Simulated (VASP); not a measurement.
# Al3Si2I (Amm2) in VASP: further runs, part 2 of 2

VASP 6.6.1. Earlier steps stand in the parts before.

**3. Single point, PBE (21.53 Å³/atom)**

This run uses another cell than the first one, of 21.53 Å³/atom.

Contents of INCAR:

```
PREC = Accurate
ENCUT = 520
EDIFF = 1E-6
ISMEAR = 0
SIGMA = 0.1
LREAL = F
LASPH = T
NELM = 80
ALGO = Fast
ISIF = 2
LWAVE = F
LCHARG = T
GGA = PE
LELF = T
LVHAR = T
NBANDS = 21
```

Contents of KPOINTS:

```
Automatic mesh
0
Gamma
  4 8 8
```

Contents of POSCAR:

```
Al3Si2I
1.0
    8.2724298764      0.0000000000      0.0000000000
    0.0000000000      2.1063742864      3.7071387083
    0.0000000000     -2.1063742864      3.7071387083
Al Si I
3 2 1
Direct
    0.0000000000      0.2144580883      0.2144580883
    0.8079099951      0.8788955013      0.8788955013
    0.1920900049      0.8788955013      0.8788955013
    0.1433722850      0.5442672239      0.5442672239
    0.8566277150      0.5442672239      0.5442672239
    0.5000000000      0.7651806713      0.7651806713
```

Potentials or basis: VASP PAW PBE potentials, release 64 (Al, Si, I).

The run is started by

```bash
> cat potpaw_PBE.64/Al/POTCAR potpaw_PBE.64/Si/POTCAR potpaw_PBE.64/I/POTCAR > POTCAR
> mpirun -np 1 vasp_std > vasp.out
```

OUTCAR:

```text
PREC = Accurate
   ENCUT = 520
   EDIFF = 1E-6
   ISMEAR = 0
   LREAL = F
   LASPH = T
   NELM = 80
   ISIF = 2
   GGA = PE

 ion  position               nearest neighbor table
   1  0.000  0.214  0.214-   4 2.72   5 2.72   4 2.73   5 2.73   4 2.73   5 2.73   2 2.91   3 2.91
                             2 2.91   3 2.91   2 2.95   3 2.95
   2  0.808  0.879  0.879-   5 2.47   5 2.47   5 2.51   6 2.68   1 2.91   1 2.91   1 2.95   3 3.18

   3  0.192  0.879  0.879-   4 2.47   4 2.47   4 2.51   6 2.68   1 2.91   1 2.91   1 2.95   2 3.18

   4  0.143  0.544  0.544-   5 2.37   3 2.47   3 2.47   3 2.51   1 2.72   1 2.73   1 2.73
   5  0.857  0.544  0.544-   4 2.37   2 2.47   2 2.47   2 2.51   1 2.72   1 2.73   1 2.73
   6  0.500  0.765  0.765-   2 2.68   3 2.68

  LATTYP: Found a base centered orthorhombic cell.
 ALAT       =     4.2127485728
 B/A-ratio  =     1.7599620031
 C/A-ratio  =     1.9636657003

  Lattice vectors:

 A1 = (   0.0000000000,   2.1063742864,  -3.7071387083)
 A2 = (   0.0000000000,   2.1063742864,   3.7071387083)
 A3 = (   8.2724298764,   0.0000000000,   0.0000000000)

Analysis of symmetry for initial positions (statically):
=====================================================================
 Subroutine PRICEL returns:
 Original cell was already a primitive cell.

 Routine SETGRP: Setting up the symmetry group for a
 base centered orthorhombic supercell.

 Subroutine GETGRP returns: Found  4 space group operations
 (whereof  4 operations were pure point group operations)
 out of a pool of  8 trial point group operations.

The static configuration has the point symmetry C_2v.

Analysis of symmetry for dynamics (positions and initial velocities):
=====================================================================
 Subroutine PRICEL returns:
 Original cell was already a primitive cell.

 Routine SETGRP: Setting up the symmetry group for a
 base centered orthorhombic supercell.
[... 135 lines left out ...]
  Fermi-wavevector in a.u.,A,eV,Ry     =   0.934113  1.765218 11.871996  0.872567
  Thomas-Fermi vector in A             =   2.060884
   LORBIT       =      0    0 simple, 1 ext, 2 COOP (PROOUT), +10 PAW based schemes
   GGA     = PE    functional components
   LHFCALC =     F    Hartree Fock is set to
   AEXX    =    0.0000 exact exchange contribution
   IVDW    =     0    specifies the selected vdW correction
   LEPSILON=     F    determine dielectric tensor
   LRPA    =     F    only Hartree local field effects (RPA)
 non-spin polarized calculation
 RMM-DIIS sequential band-by-band and
 Gauss-broadening in eV      SIGMA  =   0.10
  energy-cutoff  :      520.00
  volume of cell :      129.19
 maximum number of plane-waves:      3516
 NGX is ok and might be reduce to    64
   NGX = 31   NGY = 15   NGZ = 15

 number of electron      24.0000001 magnetization

 Free energy of the ion-electron system (eV)
  ---------------------------------------------------
  ext. energy  EPLUGINS =         0.00000000
  ---------------------------------------------------
  free energy    TOTEN  =       -23.30112666 eV

  energy without entropy =      -23.29518092  energy(sigma->0) =      -23.29815379

 E-fermi :   6.4862     XC(G=0):  -9.3296

 val. band max:        6.4841333830   @ k =   0.2500   0.1250   0.1250
 cond. band min:       6.4955055574   @ k =   0.0000   0.5000   0.5000
 fundamental gap:      0.0113721744
 Fermi energy:         6.4862464588

 k-point     1 :       0.0000    0.0000    0.0000
  band No.  band energies     occupation
      1      -7.5186      2.00000
      2      -5.3988      2.00000
      3      -2.8611      2.00000
      4       1.8589      2.00000
      5       2.6026      2.00000
      6       3.4921      2.00000
[... 565 lines left out ...]
     20      11.6167      0.00000
     21      12.4118      0.00000

 [... further k-points ...]

------------------------ aborting loop because EDIFF is reached ----------------------------------------

  FORCE on cell =-STRESS in cart. coord.  units (eV):
  Direction    XX          YY          ZZ          XY          YZ          ZX
  --------------------------------------------------------------------------------------
  -------------------------------------------------------------------------------------
  Total        4.1933972      4.1815710      4.1767385      0.0000000      0.0000000      0.0000000
  in kB       52.0042831     51.8576205     51.7976911      0.0000000      0.0000000      0.0000000
  external PRESSURE =      51.8865316 kB  Pullay stress =       0.0000000 kB

 VOLUME and BASIS-vectors are now :
 -----------------------------------------------------------------------------
  energy-cutoff  :      520.00
  volume of cell :      129.19
      direct lattice vectors                 reciprocal lattice vectors
     8.272429876  0.000000000  0.000000000     0.120883467  0.000000000  0.000000000
     0.000000000  2.106374286  3.707138708     0.000000000  0.237374717  0.134874910
     0.000000000 -2.106374286  3.707138708     0.000000000 -0.237374717  0.134874910

 POSITION                                       TOTAL-FORCE (eV/Angst)
 -----------------------------------------------------------------------------------
      0.00000      0.00000      1.59005         0.000000      0.000000     -0.000141
      6.68338      0.00000      6.51638         0.000129      0.000000      0.000649
      1.58905      0.00000      6.51638        -0.000129      0.000000      0.000649
      1.18604      0.00000      4.03535        -0.006535      0.000000     -0.001260
      7.08639      0.00000      4.03535         0.006535      0.000000     -0.001260
      4.13621      0.00000      5.67326         0.000000      0.000000      0.001364
 -----------------------------------------------------------------------------------
    total drift:                                0.000000     -0.000000      0.000038

  FREE ENERGIE OF THE ION-ELECTRON SYSTEM (eV)
  ---------------------------------------------------
  free  energy   TOTEN  =       -23.3011266630 eV

  energy  without entropy=      -23.2951809212  energy(sigma->0) =      -23.29815379
```

stdout:

```text
POSCAR found type information on POSCAR AlSiI
 POSCAR found :  3 types and       6 ions
 scaLAPACK will be used
 LDA part: xc-table for (Slater+PW92), standard interpolation
 POSCAR, INCAR and KPOINTS ok, starting setup
 FFT: planning ... GRIDC
 FFT: planning ... GRID_SOFT
 FFT: planning ... GRID
 WAVECAR not read
 entering main loop
```

It took 5 min on 1 thread of Oxide Virtual Turin-like, shared host; peak memory 0.31 GiB.

What came out:

| Quantity | Value |
| --- | --- |
| Free energy | -23.3011 eV |
| Pressure | 5.2 GPa |
| Largest force | 0.007 eV/Å |
| Band gap on the k mesh | zero (bands 12 and 13 overlap by 1.37 eV) |

Forces on the atoms (eV/Å):
```
Al   0.000  0.000  0.000
Al   0.000  0.000  0.001
Al   0.000  0.000  0.001
Si  -0.007  0.000 -0.001
Si   0.007  0.000 -0.001
I    0.000  0.000  0.001
```

Levels at points of the mesh, in eV from the Fermi level:
```tsv
k point	band 9	band 10	band 11	band 12	band 13	band 14	band 15	band 16
(0.00, 0.00, 0.00)	-2.23	-1.47	-0.67	-0.45	-0.43	-0.35	1.55	1.95
(0.50, 0.00, 0.00)	-1.58	-1.48	-0.63	-0.54	-0.41	-0.35	0.94	1.99
(0.00, 0.50, 0.00)	-3.38	-2.62	-2.06	-1.64	0.38	0.45	2.64	2.65
(0.50, 0.50, 0.00)	-3.13	-2.88	-2.07	-1.68	0.60	0.98	2.63	3.10
(0.00, 0.50, 0.50)	-2.77	-2.50	-1.73	-1.59	0.01	0.89	1.56	3.54
(0.50, 0.50, 0.50)	-3.15	-2.99	-2.41	-1.11	0.33	2.48	3.06	3.57
```

Caveat: the cell stands under pressure; spin-orbit coupling is left out, which moves the levels of the heavy elements.

**4. Single point, PBE**

This run uses another cell than the first one, of 23.66 Å³/atom.

Contents of INCAR:

```
SYSTEM = Al3Si2I
PREC     = Accurate       ! precision mode
ENCUT    = 520            ! plane-wave cutoff, eV
EDIFF    = 1E-7           ! SCF threshold, eV
ISMEAR   = 0              ! smearing method
SIGMA    = 0.1            ! smearing width, eV
LREAL    = .FALSE.        ! projectors in reciprocal space
LASPH    = .TRUE.         ! aspherical terms in the spheres
NELM     = 60             ! most SCF steps
ALGO     = Fast           ! electronic algorithm
ISIF     = 2              ! what is computed and relaxed
LWAVE    = .FALSE.        ! write WAVECAR
LCHARG   = .FALSE.        ! write CHGCAR
GGA      = PE             ! functional
NBANDS   = 21             ! bands
```

Contents of KPOINTS:

```
Automatic mesh
0
G
  4 8 8
  0 0 0
```

Contents of POSCAR:

```
Al3Si2I
1.0
    8.6419626948      0.0000000000      0.0000000000
    0.0000000000      2.1682936214      3.7882235818
    0.0000000000     -2.1682936214      3.7882235818
Al Si I
3 2 1
Direct
    0.0000000000      0.2099460771      0.2099460771
    0.8092648598      0.8745652161      0.8745652161
    0.1907351402      0.8745652161      0.8745652161
    0.1389629728      0.5403700596      0.5403700596
    0.8610370272      0.5403700596      0.5403700596
    0.5000000000      0.7861475814      0.7861475814
```

The run is started by

```bash
> cat potpaw_PBE.64/Al/POTCAR potpaw_PBE.64/Si/POTCAR potpaw_PBE.64/I/POTCAR > POTCAR
> mpirun -np 1 vasp_std > vasp.out
```

Run time: 6 min. Hardware: 1 thread of Oxide Virtual Turin-like, shared host; peak memory 0.32 GiB.

Results (log left out):

* Free energy: -23.4916 eV
* Pressure: 0.0 GPa
* Largest force: 0.007 eV/Å
* Band gap on the k mesh: zero (bands 12 and 13 overlap by 1.09 eV)

Forces in eV/Å, atoms in the order of the input:
```
Al   0.000  0.000 -0.003
Al  -0.007  0.000  0.001
Al   0.007  0.000  0.001
Si   0.002  0.000  0.002
Si  -0.002  0.000  0.002
I    0.000  0.000 -0.002
```

Levels at points of the mesh, in eV from the Fermi level:
| k point | band 10 | band 11 | band 12 | band 13 | band 14 | band 15 |
| --- | --- | --- | --- | --- | --- | --- |
| (0.00, 0.00, 0.00) | -1.62 | -0.47 | -0.32 | -0.32 | -0.26 | 1.49 |
| (0.50, 0.00, 0.00) | -1.58 | -0.49 | -0.44 | -0.22 | -0.19 | 0.92 |
| (0.00, 0.50, 0.00) | -2.33 | -1.93 | -1.52 | 0.34 | 0.53 | 2.71 |
| (0.50, 0.50, 0.00) | -2.69 | -2.01 | -1.36 | 0.43 | 1.12 | 2.60 |
| (0.00, 0.50, 0.50) | -2.20 | -1.56 | -1.54 | -0.03 | 0.75 | 1.92 |
| (0.50, 0.50, 0.50) | -2.60 | -2.35 | -1.05 | 0.29 | 2.18 | 3.10 |

Caveat: spin-orbit coupling is left out, which moves the levels of the heavy elements.

**5. Relaxation of shape and atoms at fixed volume, PBE (21.53 Å³/atom)**

This run uses another cell than the first one, of 21.53 Å³/atom.

Contents of INCAR:

```
SYSTEM = Al3Si2I
ALGO = Fast
EDIFF = 1E-6
EDIFFG = -0.01
ENCUT = 600
GGA = PE
IBRION = 2
ISIF = 4
ISMEAR = 0
LASPH = .TRUE.
LCHARG = .FALSE.
LREAL = .FALSE.
LWAVE = .FALSE.
NELM = 100
NSW = 50
PREC = Accurate
SIGMA = 0.1
```

Contents of KPOINTS:

```
k-points
0
G
  4 8 8
  0 0 0
```

Contents of POSCAR:

```
Al3Si2I
1.0
    8.3053600108      0.0000000000      0.0000000000
    0.0000000000      2.1037940686      3.6969688068
    0.0000000000     -2.1037940686      3.6969688068
Al Si I
3 2 1
Direct
    0.0000000000      0.2132549432      0.2132549432
    0.8083516171      0.8774060218      0.8774060218
    0.1916483829      0.8774060218      0.8774060218
    0.1418617125      0.5431557007      0.5431557007
    0.8581382875      0.5431557007      0.5431557007
    0.5000000000      0.7715858217      0.7715858217
```

The run is started by

```bash
> cat potpaw_PBE.64/Al/POTCAR potpaw_PBE.64/Si/POTCAR potpaw_PBE.64/I/POTCAR > POTCAR
> mpirun -np 1 vasp_std > vasp.out
```

It took 33 min on 1 thread of Oxide Virtual Turin-like, shared host; peak memory 0.39 GiB.

It converged, with:

- Free energy: -23.3015 eV
- Energy gained by relaxing: 0.6 meV/atom
- Ionic steps: 14
- Pressure after relaxing: 5.2 GPa
- Largest force after relaxing: 0.008 eV/Å
- Band gap on the k mesh: zero (bands 12 and 13 overlap by 1.38 eV)

Forces on the atoms (eV/Å):
```
Al   0.000  0.000 -0.003
Al   0.005  0.000  0.004
Al  -0.005  0.000  0.004
Si  -0.007  0.000  0.001
Si   0.007  0.000  0.001
I    0.000  0.000 -0.008
```

The path:
```tsv
step	energy change (eV)	largest force (eV/Å)	pressure (GPa)	volume (Å³)
1	0.0000	0.1444	5.49	129.19
2	-0.0015	0.0570	5.40	129.19
3	-0.0016	0.0553	5.36	129.19
4	-0.0024	0.0575	5.31	129.19
5	-0.0024	0.0579	5.29	129.19
6	-0.0027	0.0469	5.28	129.19
7	-0.0029	0.0295	5.26	129.19
8	-0.0032	0.0305	5.25	129.19
9	-0.0032	0.0335	5.23	129.19
10	-0.0034	0.0203	5.23	129.19
11	-0.0035	0.0154	5.22	129.19
12	-0.0035	0.0158	5.22	129.19
13	-0.0036	0.0114	5.20	129.19
14	-0.0036	0.0081	5.20	129.19
```

Final structure:
```xyz
6
Lattice="8.2735 0.0000 0.0000 0.0000 2.1058 3.7077 0.0000 -2.1058 3.7077" Properties=species:S:1:pos:R:3 pbc="T T T"
Al    0.0000    0.0000    1.5895
Al    6.6845    0.0000    6.5162
Al    1.5891    0.0000    6.5162
Si    1.1861    0.0000    4.0352
Si    7.0874    0.0000    4.0352
I     4.1368    0.0000    5.6786
```

Levels at points of the mesh, in eV from the Fermi level:
```tsv
k point	band 10	band 11	band 12	band 13	band 14	band 15
(0.00, 0.00, 0.00)	-1.47	-0.66	-0.45	-0.43	-0.35	1.55
(0.50, 0.00, 0.00)	-1.48	-0.63	-0.54	-0.41	-0.35	0.94
(0.00, 0.50, 0.00)	-2.61	-2.06	-1.64	0.38	0.45	2.64
(0.50, 0.50, 0.00)	-2.88	-2.08	-1.67	0.60	0.99	2.63
(0.00, 0.50, 0.50)	-2.50	-1.73	-1.59	0.01	0.89	1.57
(0.50, 0.50, 0.50)	-2.98	-2.41	-1.10	0.34	2.48	3.06
```

Caveat: spin-orbit coupling is left out, which moves the levels of the heavy elements.

**6. Summary**

```csv
task,cell,k mesh,cutoff (eV),smearing,gap on the mesh (eV),pressure (GPa),largest force (eV/Å)
single point,"a = 5.165, b = 5.104, c = 5.104 Å, angles 74.3, 90.0, 90.0°, 6 atoms, atomic positions A",3 × 2 × 2,500,gaussian 0.15 eV,none,-0.1,0.03
single point,"a = 8.272, b = 4.264, c = 4.264 Å, angles 59.2, 90.0, 90.0°, 6 atoms, atomic positions B",4 × 8 × 8,520,gaussian 0.1 eV,none,5.2,0.01
single point,"a = 8.642, b = 4.365, c = 4.365 Å, angles 59.6, 90.0, 90.0°, 6 atoms, atomic positions C",4 × 8 × 8,520,gaussian 0.1 eV,none,0.0,0.01
relaxation of shape and atoms at fixed volume,"relaxed from a = 8.305, b = 4.254, c = 4.254 Å, angles 59.3, 90.0, 90.0°, 6 atoms, atomic positions D",4 × 8 × 8,600,gaussian 0.1 eV,none,5.2,0.01
```

Alike in all rows: level PBE; potentials or basis VASP PAW PBE potentials, release 64 (Al, Si, I); no spin polarisation.

Caveats: some runs use coarse meshes; spin-orbit coupling is left out, which moves the levels of the heavy elements; the cell stands under pressure (at least some runs).

Absolute energies hang on the potentials; compare differences alone.

The gap in the log of VASP goes by the Fermi energy; the results here count the filled bands.